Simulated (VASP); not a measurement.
Set up this calculation in VASP 6.6.1, as the native input.

```yaml
Task: relaxation of cell and atoms
Functional: PBEsol
Dispersion: D3(BJ)
Potentials_or_basis: VASP PAW PBE potentials, release 64 (Co)
Cutoff: 600 eV
k_mesh: 12 × 12 × 7
Occupations: fermi-dirac, width 0.05 eV
Spin: collinear spin, ferromagnetic start
Starting_moments: "[2.0, 2.0] μB"
Dipole_correction: no
Further_INCAR_settings: ALGO = Normal; EDIFF = 1e-06; IBRION = 2; EDIFFG = -0.01; NSW = 60; ISIF = 3
```

The structure of Co lies in POSCAR:

```
Co
1.0
    2.4719999032      0.0000000000      0.0000000000
   -1.2359999516      2.1408147143      0.0000000000
    0.0000000000      0.0000000000      4.0211440800
Co
2
Direct
    0.6666666667      0.3333333333      0.7500000000
    0.3333333333      0.6666666667      0.2500000000
```

The input as run:

INCAR

```
PREC = Accurate ; ENCUT = 600
EDIFF = 1E-6 ; ISMEAR = -1
SIGMA = 0.05 ; LREAL = F
LASPH = T ; NELM = 150
ALGO = Normal ; ISIF = 3
LWAVE = F ; LCHARG = F
ISPIN = 2 ; MAGMOM = 2 2
LORBIT = 11 ; LMAXMIX = 4
GGA = PS ; IVDW = 12
IBRION = 2 ; NSW = 60
EDIFFG = -0.01
```

KPOINTS

```
regular mesh
0
Gamma
  12 12 7
```

Potentials or basis: VASP PAW PBE potentials, release 64 (Co).

Run with:

```sh
$ cat potpaw_PBE.64/Co/POTCAR > POTCAR
$ mpirun -np 1 vasp_std > vasp.out
```

Results of the run:

The relaxed volume is 10.05 Å³/atom, the relaxed cell is a = 2.432 Å, b = 2.432 Å, c = 3.925 Å, α = 90.00°, β = 90.00°, γ = 120.00° and the space group after relaxing (to 0.1 Å) is P6_3/mmc (No. 194). The energy gained by relaxing is 24.9 meV/atom, the ionic steps are 5 and the pressure after relaxing is 0.0 GPa. The net moment is 3.03 μB per cell, the site moments are Co +1.52 μB and the valence electrons inside the program's atomic spheres are Co 8.43. The dispersion energy per atom is -0.411 eV.

Caveat: the PAW data sets were made with another functional, which shifts forces and pressure a little.

Wall time 4.6 min on 1 thread of Intel Xeon 8259CL (shared host), peak memory 0.19 GiB.
